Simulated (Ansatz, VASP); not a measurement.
# CsCl: VASP beside Ansatz

```
Cs Cl
1.0
     4.14068    0.00000    0.00000
     0.00000    4.14068    0.00000
     0.00000    0.00000    4.14068
Cs Cl
1 1
Direct
  0.00000 0.00000 0.00000
  0.50000 0.50000 0.50000
```

Alike in both runs: task single point; functional PBE; k mesh 6 × 6 × 6; no spin polarisation.

|  | VASP | Ansatz |
| --- | --- | --- |
| version | VASP 6.6.1 | Ansatz 0.2.0 |
| potentials or method | VASP PAW PBE potentials, release 64 (Cs_sv, Cl) | plane waves, PAW |
| plane-wave cutoff (eV) | 500 | 420 |
| occupations | gaussian, width 0.01 eV | fixed |
| valence electrons in the cell | 16 | 16 |

```tsv
	VASP	Ansatz	Ansatz less VASP
gap on the k mesh at the Fermi level (eV)	5.20	5.21	+0.011
```

Neither program's run includes spin-orbit coupling.
